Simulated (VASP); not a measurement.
Wanted: the native input for a VASP 6.6.1 run.

```yaml
Task: single point
Functional: r2SCAN
Potentials_or_basis: VASP PAW PBE potentials, release 64 (Pb_d, Nb_sv)
Cutoff: 550 eV
k_mesh: 7 × 7 × 7
Occupations: fermi-dirac, width 0.1 eV
Spin: no spin polarisation
Dipole_correction: no
Further_INCAR_settings: ALGO = Normal; EDIFF = 1e-06; NBANDS = 63
```

Crystal: Nb3Pb.

```
CELL_PARAMETERS angstrom
5.06814 0.00000 0.00000
0.00000 5.06814 0.00000
0.00000 0.00000 5.06814
ATOMIC_POSITIONS crystal
Pb 0.00000 0.00000 0.00000
Pb 0.50000 0.50000 0.50000
Nb 0.25000 0.00000 0.50000
Nb 0.50000 0.75000 0.00000
Nb 0.75000 0.00000 0.50000
Nb 0.50000 0.25000 0.00000
Nb 0.00000 0.50000 0.75000
Nb 0.00000 0.50000 0.25000
```

The input as run:

POSCAR

```
Nb3Pb
1.0
    5.0681390000      0.0000000000      0.0000000000
    0.0000000000      5.0681390000      0.0000000000
    0.0000000000      0.0000000000      5.0681390000
Pb Nb
2 6
Direct
    0.0000000000      0.0000000000      0.0000000000
    0.5000000000      0.5000000000      0.5000000000
    0.2500000000      0.0000000000      0.5000000000
    0.5000000000      0.7500000000      0.0000000000
    0.7500000000      0.0000000000      0.5000000000
    0.5000000000      0.2500000000      0.0000000000
    0.0000000000      0.5000000000      0.7500000000
    0.0000000000      0.5000000000      0.2500000000
```

INCAR.step1

```
PREC = Accurate
ENCUT = 550
ISMEAR = -1
SIGMA = 0.1
LREAL = F
LASPH = T
NELM = 120
NBANDS = 63
GGA = PE
ALGO = Normal
EDIFF = 1E-5
LWAVE = T
LCHARG = F
GGA_COMPAT = F
```

INCAR.step2

```
PREC = Accurate
ENCUT = 550
EDIFF = 1E-6
ISMEAR = -1
SIGMA = 0.1
LREAL = F
LASPH = T
NELM = 120
ALGO = Normal
ISIF = 2
LWAVE = F
LCHARG = T
METAGGA = R2SCAN
LMIXTAU = T
LELF = T
LVHAR = T
NBANDS = 63
ISTART = 1
GGA_COMPAT = F
```

KPOINTS

```
Automatic mesh
0
Gamma
  7 7 7
```

Potentials or basis: VASP PAW PBE potentials, release 64 (Pb_d, Nb_sv).

The run is started by

```console
$ cat potpaw_PBE.64/Pb_d/POTCAR potpaw_PBE.64/Nb_sv/POTCAR > POTCAR
$ cp INCAR.step1 INCAR
$ mpirun -np 1 vasp_std > vasp.out
$ cp INCAR.step2 INCAR
$ mpirun -np 1 vasp_std > vasp.out
```

It gave:

```yaml
Pressure: 38.0 GPa
Band_gap_on_the_k_mesh: zero (bands 53 and 54 overlap by 0.46 eV)
```

Caveat: the cell stands under pressure; the PAW data sets were made with another functional, which shifts forces and pressure a little; spin-orbit coupling is left out, which moves the levels of the heavy elements.

Run time: 6.3 min on 1 thread of Intel(R) Xeon(R) Platinum 8559C (Emerald Rapids), on a shared host, peak memory 0.33 GiB.
